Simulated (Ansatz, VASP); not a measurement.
## Two plane-wave programs on In3Se

The input POSCAR:

```
In3Se
1.0
    4.8037600000      0.0000000000      0.0000000000
    0.0000000000      4.8037600000      0.0000000000
    0.0000000000      0.0000000000      4.8037600000
In Se
3 1
Direct
    0.0000000000      0.5000000000      0.5000000000
    0.5000000000      0.0000000000      0.5000000000
    0.5000000000      0.5000000000      0.0000000000
    0.0000000000      0.0000000000      0.0000000000
```

Contents of INCAR.step1:

```
PREC = Accurate
ENCUT = 520
ISMEAR = 0
SIGMA = 0.1
LREAL = F
LASPH = T
NELM = 100
NBANDS = 30
GGA = PE
ALGO = Normal
EDIFF = 1E-4
LWAVE = T
LCHARG = F
```

Contents of INCAR.step2:

```
PREC = Accurate
ENCUT = 520
EDIFF = 1E-6
ISMEAR = 0
SIGMA = 0.1
LREAL = F
LASPH = T
NELM = 100
ALGO = Normal
ISIF = 2
LWAVE = F
LCHARG = T
METAGGA = R2SCAN
LMIXTAU = T
LELF = T
LVHAR = T
NBANDS = 30
ISTART = 1
```

Contents of KPOINTS:

```
Automatic mesh
0
Gamma
  5 5 5
```

Input for Ansatz:

```yaml
crystal:
  lattice:
    - [4.80376, 0.0, 0.0]
    - [0.0, 4.80376, 0.0]
    - [0.0, 0.0, 4.80376]
  atoms:
    - { symbol: In, position: [0.0, 0.5, 0.5] }
    - { symbol: In, position: [0.5, 0.0, 0.5] }
    - { symbol: In, position: [0.5, 0.5, 0.0] }
    - { symbol: Se, position: [0.0, 0.0, 0.0] }
basis:
  ecutwfc: 612.25619053473
kpoints:
  mp_grid:
    grid: [5, 5, 5]
hamiltonian:
  xc: r2scan
scf:
  occupations:
    method: gaussian
    width: 0.1
output:
  forces: true
  stress: true
```

Alike in both runs: task single point; functional r2SCAN; k mesh 5 × 5 × 5; occupations gaussian, width 0.1 eV; no spin polarisation.

|  | VASP | Ansatz |
| --- | --- | --- |
| version | VASP 6.6.1 | Ansatz 0.2.0 |
| potentials or method | VASP PAW PBE potentials, release 64 (In_d, Se), cutoff 520 eV | plane waves, PAW |
| valence electrons in the cell | 45 | 55 |

Ansatz gave:

```
pressure (GPa) : -0.8
```

What did VASP give for the same quantities?

Pressure (GPa): -0.9.

VASP's potentials were made for PBE, not for r2SCAN. VASP's potentials hold 45 valence electrons a cell and Ansatz's 55, so a difference there can come from the potentials and not from the codes.
